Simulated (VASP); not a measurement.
Wanted: the native input for a VASP 6.6.1 run.

```
Task                   : single point
Functional             : PBE
Potentials or basis    : VASP PAW PBE potentials, release 64 (Mn_pv, F)
Cutoff                 : 520 eV
k mesh                 : 12 × 12 × 6
Occupations            : gaussian, width 0.02 eV
Spin                   : collinear spin, ferromagnetic start
Starting moments       : [4.65, 0.0, 0.0] μB
Dipole correction      : no
Further INCAR settings : ALGO = Normal; EDIFF = 1e-07; NBANDS = 24
```

The structure of MnF2 lies in POSCAR:

```
MnF2
1.0
    3.3432839867      0.0000000000      0.0000000000
   -1.6716419933      2.8953688645      0.0000000000
    0.0000000000      0.0000000000      5.0554760010
Mn F
1 2
Direct
    0.0000000000      0.0000000000      0.5000000000
    0.6666666667      0.3333333333      0.3100732065
    0.3333333333      0.6666666667      0.6899267935
```

The cell was generated, and may not be a known phase.

The input as run:

INCAR

```
ALGO = Normal
EDIFF = 1E-7
ENCUT = 520
GGA = PE
ISIF = 2
ISMEAR = 0
ISPIN = 2
LASPH = True
LCHARG = False
LMAXMIX = 4
LORBIT = 11
LREAL = False
LWAVE = False
MAGMOM = 4.65 0 0
NBANDS = 24
NELM = 150
PREC = Accurate
SIGMA = 0.02
```

KPOINTS

```
k-points
0
Gamma
  12 12 6
```

Potentials or basis: VASP PAW PBE potentials, release 64 (Mn_pv, F).

Command:

```console
$ cat potpaw_PBE.64/Mn_pv/POTCAR potpaw_PBE.64/F/POTCAR > POTCAR
$ mpirun -np 1 vasp_std > vasp.out
```

It gave:

| Property | Result |
| --- | --- |
| Pressure | 0.0 GPa |
| Largest force | 0.018 eV/Å |
| Band gap on the k mesh | 1.89 eV (least direct gap 1.90 eV) |
| Net moment | 5.00 μB per cell |
| Site moments | Mn +4.58; F +0.09 μB |
| Valence electrons inside the program's atomic spheres | Mn 11.23; F 6.08 |

Caveat: a cell with one magnetic atom can't hold antiferromagnetic order, which such compounds often take.

Run time: 6.1 min on 1 thread of Intel Xeon 8259CL (shared host), peak memory 0.31 GiB.
